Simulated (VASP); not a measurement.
Wanted: the native input for a VASP 6.6.1 run.

| Item | Value |
| --- | --- |
| Task | single point |
| Functional | r2SCAN |
| Potentials or basis | VASP PAW PBE potentials, release 64 (La, B) |
| Cutoff | 520 eV |
| k mesh | 8 × 8 × 8 |
| Occupations | gaussian, width 0.1 eV |
| Spin | no spin polarisation |
| Dipole correction | no |
| Further INCAR settings | ALGO = Normal; EDIFF = 1e-07; NBANDS = 24 |

Crystal: LaB6.

```
CELL_PARAMETERS angstrom
4.15250 0.00000 0.00000
0.00000 4.15250 0.00000
0.00000 0.00000 4.15250
ATOMIC_POSITIONS crystal
La 0.00000 0.00000 0.00000
B 0.20006 0.50000 0.50000
B 0.79994 0.50000 0.50000
B 0.50000 0.50000 0.20006
B 0.50000 0.50000 0.79994
B 0.50000 0.20006 0.50000
B 0.50000 0.79994 0.50000
```

The input as run:

POSCAR

```
LaB6
1.0
    4.1525011675      0.0000000000      0.0000000000
    0.0000000000      4.1525011675      0.0000000000
    0.0000000000      0.0000000000      4.1525011675
La B
1 6
Direct
    0.0000000000      0.0000000000      0.0000000000
    0.2000602608      0.5000000000      0.5000000000
    0.7999397392      0.5000000000      0.5000000000
    0.5000000000      0.5000000000      0.2000602608
    0.5000000000      0.5000000000      0.7999397392
    0.5000000000      0.2000602608      0.5000000000
    0.5000000000      0.7999397392      0.5000000000
```

INCAR.step1

```
PREC     = Accurate       # precision mode
ENCUT    = 520            # plane-wave cutoff, eV
ISMEAR   = 0              # smearing method
SIGMA    = 0.1            # smearing width, eV
LREAL    = F              # projectors in reciprocal space
LASPH    = T              # aspherical terms in the spheres
NELM     = 80             # most SCF steps
NBANDS   = 24             # bands
GGA      = PE             # functional
ALGO     = Normal         # electronic algorithm
EDIFF    = 1E-4           # SCF threshold, eV
LWAVE    = T              # write WAVECAR
LCHARG   = F              # write CHGCAR
```

INCAR.step2

```
PREC     = Accurate       # precision mode
ENCUT    = 520            # plane-wave cutoff, eV
EDIFF    = 1E-7           # SCF threshold, eV
ISMEAR   = 0              # smearing method
SIGMA    = 0.1            # smearing width, eV
LREAL    = F              # projectors in reciprocal space
LASPH    = T              # aspherical terms in the spheres
NELM     = 80             # most SCF steps
ALGO     = Normal         # electronic algorithm
ISIF     = 2              # what is computed and relaxed
LWAVE    = F              # write WAVECAR
LCHARG   = T              # write CHGCAR
METAGGA  = R2SCAN         # meta-GGA
LMIXTAU  = T            
LELF     = T              # ELF
LVHAR    = T            
NBANDS   = 24             # bands
ISTART   = 1
```

KPOINTS

```
Automatic mesh
0
Gamma
  8 8 8
```

Potentials or basis: VASP PAW PBE potentials, release 64 (La, B).

Launch:

```bash
$ cat potpaw_PBE.64/La/POTCAR potpaw_PBE.64/B/POTCAR > POTCAR
$ cp INCAR.step1 INCAR
$ mpirun -np 1 vasp_std > vasp.out
$ cp INCAR.step2 INCAR
$ mpirun -np 1 vasp_std > vasp.out
```

It gave:

The pressure is 0.0 GPa. The largest force is 0.026 eV/Å and the band gap on the k mesh is zero (an odd number of electrons rules out a gap without spin polarisation).

Caveat: the PAW data sets were made with another functional, which shifts forces and pressure a little; spin-orbit coupling is left out, which moves the levels of the heavy elements; an odd number of electrons without spin polarisation forces a metal; a magnetic or distorted state may lie lower.

Run time: 2.7 min on 1 thread of Oxide Virtual Turin-like Processor (shared host), peak memory 0.19 GiB.
